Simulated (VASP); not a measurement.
# Ta (Im-3m) in VASP: a series of runs, part 2 of 2

VASP 6.6.1. Earlier steps stand in the parts before.

**3. Single point, LDA**

File INCAR:

```
SYSTEM = Ta
ALGO     = Normal         ! electronic algorithm
EDIFF    = 1E-6           ! SCF threshold, eV
ENCUT    = 520            ! plane-wave cutoff, eV
GGA      = CA             ! functional
ISIF     = 2              ! what is computed and relaxed
ISMEAR   = 1              ! smearing method
LASPH    = .TRUE.         ! aspherical terms in the spheres
LCHARG   = .TRUE.         ! write CHGCAR
LELF     = .TRUE.         ! ELF
LREAL    = .FALSE.        ! projectors in reciprocal space
LVHAR    = .TRUE.       
LWAVE    = .FALSE.        ! write WAVECAR
NBANDS   = 12             ! bands
NELM     = 60             ! most SCF steps
PREC     = Accurate       ! precision mode
SIGMA    = 0.03           ! smearing width, eV
```

File KPOINTS:

```
k-points
0
G
  14 14 14
  0 0 0
```

File POSCAR:

```
Ta
1.0
   -1.6276710318      1.6276710318      1.6276710318
    1.6276710318     -1.6276710318      1.6276710318
    1.6276710318      1.6276710318     -1.6276710318
Ta
1
Direct
    0.0000000000      0.0000000000      0.0000000000
```

Potentials or basis: VASP PAW LDA potentials, release 64 (Ta_pv).

Run with:

```
$ cat potpaw_LDA.64/Ta_pv/POTCAR > POTCAR
$ mpirun -np 1 vasp_std > vasp.out
```

OUTCAR:

```text
SYSTEM = Ta
   EDIFF = 1E-6
   ENCUT = 520
   GGA = CA
   ISIF = 2
   ISMEAR = 1
   LASPH = .TRUE.
   LREAL = .FALSE.
   NELM = 60
   PREC = Accurate

 ion  position               nearest neighbor table
   1  0.000  0.000  0.000-

  LATTYP: Found a body centered cubic cell.
 ALAT       =     3.2553420636

  Lattice vectors:

 A1 = (  -1.6276710318,   1.6276710318,   1.6276710318)
 A2 = (   1.6276710318,  -1.6276710318,   1.6276710318)
[... 531 lines left out ...]
      3     -27.1435      2.00000
      4       3.0619      2.00000
      5       4.4761      2.00000
      6       5.1174      2.00000
      7      10.1101      0.00000
      8      10.7270      0.00000
      9      15.1958      0.00000
     10      17.4536      0.00000
     11      19.3048      0.00000
     12      19.5988      0.00000

 [... further k-points ...]
[... 5 lines left out ...]
  --------------------------------------------------------------------------------------
  -------------------------------------------------------------------------------------
  Total        0.0897914      0.0897914      0.0897914      0.0000000      0.0000000      0.0000000
  in kB        8.3403685      8.3403685      8.3403685      0.0000000      0.0000000      0.0000000
  external PRESSURE =       8.3403685 kB  Pullay stress =       0.0000000 kB

 VOLUME and BASIS-vectors are now :
 -----------------------------------------------------------------------------
  energy-cutoff  :      520.00
  volume of cell :       17.25
      direct lattice vectors                 reciprocal lattice vectors
    -1.627671032  1.627671032  1.627671032     0.000000000  0.307187380  0.307187380
     1.627671032 -1.627671032  1.627671032     0.307187380  0.000000000  0.307187380
     1.627671032  1.627671032 -1.627671032     0.307187380  0.307187380  0.000000000

 POSITION                                       TOTAL-FORCE (eV/Angst)
 -----------------------------------------------------------------------------------
      0.00000      0.00000      0.00000         0.000000      0.000000      0.000000
 -----------------------------------------------------------------------------------
    total drift:                                0.000000      0.000000     -0.000000

  FREE ENERGIE OF THE ION-ELECTRON SYSTEM (eV)
  ---------------------------------------------------
  free  energy   TOTEN  =       -12.8313095152 eV

  energy  without entropy=      -12.8312844283  energy(sigma->0) =      -12.83130115
```

OSZICAR:

```text
N       E                     dE             d eps       ncg     rms          rms(c)
DAV:   1     0.588678941648E+02    0.58868E+02   -0.61215E+03  2512   0.876E+02
DAV:   2    -0.122879445072E+02   -0.71156E+02   -0.69347E+02  2784   0.245E+02
DAV:   3    -0.132968823187E+02   -0.10089E+01   -0.99557E+00  2976   0.273E+01
DAV:   4    -0.132993850983E+02   -0.25028E-02   -0.25027E-02  2728   0.148E+00
DAV:   5    -0.132993919257E+02   -0.68274E-05   -0.68269E-05  2888   0.748E-02    0.145E+01
DAV:   6    -0.129460043849E+02    0.35339E+00   -0.27491E-01  2848   0.539E+00    0.702E+00
DAV:   7    -0.128334664187E+02    0.11254E+00   -0.23206E-01  2860   0.468E+00    0.333E-01
DAV:   8    -0.128314728656E+02    0.19936E-02   -0.35540E-03  2636   0.623E-01    0.195E-01
DAV:   9    -0.128313098398E+02    0.16303E-03   -0.58839E-05  2900   0.781E-02    0.294E-02
DAV:  10    -0.128313095152E+02    0.32469E-06   -0.21437E-06  2476   0.160E-02
   1 F= -.12831310E+02 E0= -.12831301E+02  d E =-.250868E-04
```

Wall time 13 s (1 thread of Intel Xeon 6975P-C, shared host); peak memory 0.14 GiB.

What came out:

```
Free energy : -12.8313 eV
Pressure    : 0.8 GPa
```

Caveat: spin-orbit coupling is left out, which moves the levels of the heavy elements.

**4. Single point, LDA**

File INCAR:

```
SYSTEM = Ta
PREC     = Accurate       ! precision mode
ENCUT    = 520            ! plane-wave cutoff, eV
EDIFF    = 1E-6           ! SCF threshold, eV
ISMEAR   = 1              ! smearing method
SIGMA    = 0.1            ! smearing width, eV
LREAL    = .False.        ! projectors in reciprocal space
LASPH    = .True.         ! aspherical terms in the spheres
NELM     = 80             ! most SCF steps
ALGO     = Normal         ! electronic algorithm
ISIF     = 2              ! what is computed and relaxed
LWAVE    = .False.        ! write WAVECAR
LCHARG   = .True.         ! write CHGCAR
LELF     = .True.         ! ELF
LVHAR    = .True.       
NBANDS   = 12             ! bands
```

File KPOINTS:

```
regular mesh
0
Gamma
  14 14 14
  0 0 0
```

POSCAR is that of step 3.

Run with:

```
$ cat potpaw_LDA.64/Ta_pv/POTCAR > POTCAR
$ mpirun -np 1 vasp_std > vasp.out
```

It took 13 s on 1 thread of Intel Xeon 6975P-C, shared host; peak memory 0.14 GiB.

The run converged. Its results:

- Free energy: -12.8312 eV
- Pressure: 0.9 GPa

Levels at points of the mesh, in eV from the Fermi level:
| k point | band 2 | band 3 | band 4 | band 5 | band 6 | band 7 | band 8 | band 9 |
| --- | --- | --- | --- | --- | --- | --- | --- | --- |
| (0.00, 0.00, 0.00) | -32.71 | -32.71 | -7.98 | 0.69 | 0.69 | 0.69 | 4.11 | 4.11 |
| (0.50, 0.00, 0.00) | -33.15 | -32.72 | -4.54 | -1.69 | 1.98 | 4.02 | 5.08 | 8.20 |
| (0.50, 0.50, 0.50) | -33.66 | -33.66 | -4.06 | -4.06 | 7.16 | 7.16 | 7.16 | 9.18 |

Caveat: spin-orbit coupling is left out, which moves the levels of the heavy elements.

**5. Single point, LDA**

File INCAR:

```
PREC     = Accurate       # precision mode
ENCUT    = 520            # plane-wave cutoff, eV
EDIFF    = 1E-6           # SCF threshold, eV
ISMEAR   = 1              # smearing method
SIGMA    = 0.2            # smearing width, eV
LREAL    = False          # projectors in reciprocal space
LASPH    = True           # aspherical terms in the spheres
NELM     = 60             # most SCF steps
ALGO     = Normal         # electronic algorithm
ISIF     = 2              # what is computed and relaxed
LWAVE    = False          # write WAVECAR
LCHARG   = False          # write CHGCAR
NBANDS   = 12             # bands
```

File KPOINTS:

```
Automatic mesh
0
Gamma
  14 14 14
```

POSCAR is that of step 4.

Run with:

```
$ cat potpaw_LDA.64/Ta_pv/POTCAR > POTCAR
$ mpirun -np 1 vasp_std > vasp.out
```

Wall time 11 s (1 thread of Intel Xeon 6975P-C, shared host); peak memory 0.14 GiB.

Results (log left out):

- Free energy: -12.8309 eV
- Pressure: 0.9 GPa

Levels at points of the mesh, in eV from the Fermi level:
```tsv
k point	band 1	band 2	band 3	band 4	band 5	band 6	band 7	band 8	band 9	band 10
(0.00, 0.00, 0.00)	-32.71	-32.71	-32.71	-7.97	0.69	0.69	0.69	4.11	4.11	13.85
(0.50, 0.00, 0.00)	-34.08	-33.15	-32.72	-4.54	-1.69	1.98	4.02	5.08	8.20	12.26
(0.50, 0.50, 0.50)	-33.66	-33.66	-33.66	-4.06	-4.06	7.17	7.17	7.17	9.18	9.18
```

Caveat: spin-orbit coupling is left out, which moves the levels of the heavy elements.

**6. Single point, LDA**

File INCAR:

```
PREC = Accurate ; ENCUT = 520
EDIFF = 1E-7 ; ISMEAR = 1
SIGMA = 0.3 ; LREAL = False
LASPH = True ; NELM = 100
ALGO = Normal ; ISIF = 2
LWAVE = False ; LCHARG = False
NBANDS = 12
```

KPOINTS is that of step 5.

POSCAR is that of step 5.

Potentials or basis: VASP PAW LDA potentials, release 64 (Ta_pv).

Run with:

```
$ cat potpaw_LDA.64/Ta_pv/POTCAR > POTCAR
$ mpirun -np 1 vasp_std > vasp.out
```

Run time: 11 s. Hardware: 1 thread of Intel Xeon 6975P-C, shared host; peak memory 0.14 GiB.

It converged, with:

* Free energy: -12.8301 eV
* Pressure: 0.8 GPa

Levels at points of the mesh, in eV from the Fermi level:
| k point | band 3 | band 4 | band 5 | band 6 | band 7 | band 8 |
| --- | --- | --- | --- | --- | --- | --- |
| (0.00, 0.00, 0.00) | -32.72 | -7.98 | 0.68 | 0.68 | 0.68 | 4.10 |
| (0.50, 0.00, 0.00) | -32.73 | -4.55 | -1.70 | 1.97 | 4.01 | 5.07 |
| (0.50, 0.50, 0.50) | -33.67 | -4.07 | -4.07 | 7.16 | 7.16 | 7.16 |

Caveat: spin-orbit coupling is left out, which moves the levels of the heavy elements.

**7. Summary**

```csv
k mesh,smearing,gap on the mesh (eV),pressure (GPa)
22 × 22 × 22,fermi-dirac 0.1 eV,none,0.6
14 × 14 × 14,methfessel-paxton 0.03 eV,none,0.8
14 × 14 × 14,methfessel-paxton 0.1 eV,none,0.9
14 × 14 × 14,methfessel-paxton 0.2 eV,none,0.9
14 × 14 × 14,methfessel-paxton 0.3 eV,none,0.8
```

Alike in all rows: task single point; level LDA; potentials or basis VASP PAW LDA potentials, release 64 (Ta_pv); no spin polarisation; cell as given; cutoff (eV) 520.

Every run on the cell as given and a fine mesh finds a metal.

Caveats: spin-orbit coupling is left out, which moves the levels of the heavy elements.

Absolute energies hang on the potentials; compare differences alone.
